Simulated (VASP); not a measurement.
Set up this calculation in VASP 6.6.1, as the native input.

- Task: single point
- Functional: BLYP
- Potentials or basis: VASP PAW PBE potentials, release 64 (Cu, O)
- Cutoff: 520 eV
- k mesh: 10 × 10 × 5
- Occupations: fermi-dirac, width 0.05 eV
- Spin: no spin polarisation
- Dipole correction: no
- Further INCAR settings: ALGO = Normal; EDIFF = 1e-06; NBANDS = 25

The structure of CuO (Tenorite) lies in POSCAR:

```
CuO
1.0
    2.3573593924     -1.7226334429      0.0000000000
    2.3573593924      1.7226334429      0.0000000000
   -0.8556569116      0.0000000000      5.0913661947
Cu O
2 2
Direct
    0.5000000000      0.0000000000      0.5000000000
    0.0000000000      0.5000000000      0.0000000000
    0.4184000000      0.5816000000      0.7500000000
    0.5816000000      0.4184000000      0.2500000000
```

One way to write it, as run:

INCAR

```
PREC = Accurate
ENCUT = 520
EDIFF = 1E-6
ISMEAR = -1
SIGMA = 0.05
LREAL = False
LASPH = True
NELM = 80
ALGO = Normal
ISIF = 2
LWAVE = False
LCHARG = False
GGA = B5
ALDAX = 1.0
AGGAX = 1.0
AGGAC = 1.0
ALDAC = 0.0
NBANDS = 25
```

KPOINTS

```
regular mesh
0
Gamma
  10 10 5
```

Potentials or basis: VASP PAW PBE potentials, release 64 (Cu, O).

Command:

```sh
$ cat potpaw_PBE.64/Cu/POTCAR potpaw_PBE.64/O/POTCAR > POTCAR
$ mpirun -np 1 vasp_std > vasp.out
```

Results of the run:

The pressure is 9.5 GPa and the largest force is 0.238 eV/Å. The band gap on the k mesh is zero (band 17 reaches 6.04 eV, above the bottom of band 18 at 5.45 eV).

Caveat: the PAW data sets were made with another functional, which shifts forces and pressure a little; semilocal functionals often make such compounds metallic where correlation or magnetic order opens a gap, which also shifts bond lengths.

Wall time 97 s on 1 thread of Intel(R) Xeon(R) Platinum 8375C CPU @ 2.90GHz (Ice Lake), with other jobs on the host, peak memory 0.25 GiB.
